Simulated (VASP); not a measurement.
Runs of VASP 6.6.1 on SrTiO3. The structure is that of space group Pm-3m (No. 221), or close to it. The cells are those of the table. 

| task | cell | gap on the mesh (eV) | pressure (GPa) |
| --- | --- | --- | --- |
| single point | a = 3.905, b = 3.905, c = 4.022 Å, 5 atoms | 1.84 | (c) |
| single point | a = 3.905, b = 3.905, c = 3.944 Å, 5 atoms | 1.89 | 3.2 |
| electric field gradients | a = 3.892 Å, 5 atoms | 1.94 | (b) |
| electric field gradients | a = 3.931 Å, 5 atoms | 1.88 | 1.4 |
| electric field gradients | a = 3.788, b = 3.788, c = 3.905 Å, 5 atoms | 2.01 | 18.5 |
| single point | a = 3.982 Å, 5 atoms | 1.80 | (a) |
| electric field gradients | a = 3.905, b = 3.905, c = 3.866 Å, 5 atoms | 1.93 | 7.0 |

Alike in all rows: level PBE; potentials or basis VASP PAW PBE potentials, release 64 (Sr_sv, Ti_sv, O); no spin polarisation; k mesh 7 × 7 × 7; cutoff (eV) 520; smearing fermi-dirac 0.05 eV.

Estimate the missing entries.

(a) -4.8; (b) 6.9; (c) -0.1.

A k mesh can miss the band edges, and the runs leave out spin-orbit coupling on Sr.
